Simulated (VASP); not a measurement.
Wanted: the native input for a VASP 6.6.1 run.

* Task: single point
* Functional: LDA
* Potentials or basis: VASP PAW LDA potentials, release 64 (Ba_sv)
* Cutoff: 520 eV
* k mesh: 15 × 15 × 12
* Occupations: gaussian, width 0.15 eV
* Spin: no spin polarisation
* Dipole correction: no
* Further INCAR settings: ALGO = Fast; EDIFF = 1e-06; NBANDS = 11

The structure of Ba lies in POSCAR:

```
Ba
1.0
    4.6565427937      0.0000000000      0.0000000000
   -2.3282713969      4.0326843532      0.0000000000
    0.0000000000      0.0000000000      3.9134133000
Ba
1
Direct
    0.0000000000      0.0000000000      0.0000000000
```

This cell differs from its parent crystal: strain +0.080 along x and y, +0.000 along z.

These files were run (other wordings do the same):

INCAR

```
PREC = Accurate ; ENCUT = 520
EDIFF = 1E-6 ; ISMEAR = 0
SIGMA = 0.15 ; LREAL = False
LASPH = True ; NELM = 100
ALGO = Fast ; ISIF = 2
LWAVE = False ; LCHARG = True
LELF = True ; LVHAR = True
NBANDS = 11
```

KPOINTS

```
regular mesh
0
Gamma
  15 15 12
```

Potentials or basis: VASP PAW LDA potentials, release 64 (Ba_sv).

Command:

```sh
$ cat potpaw_LDA.64/Ba_sv/POTCAR > POTCAR
$ mpirun -np 1 vasp_std > vasp.out
```

Results of the run:

The pressure is -1.8 GPa and the band gap on the k mesh is zero (band 5 reaches 1.19 eV, above the bottom of band 6 at 0.90 eV).

Caveat: the cell differs from its parent crystal (strain +0.080 along x and y, +0.000 along z); spin-orbit coupling is left out, which moves the levels of the heavy elements.

Run time: 110 s on 1 thread of Intel(R) Xeon(R) Platinum 8375C CPU @ 2.90GHz (Ice Lake), with other jobs on the host, peak memory 0.27 GiB.
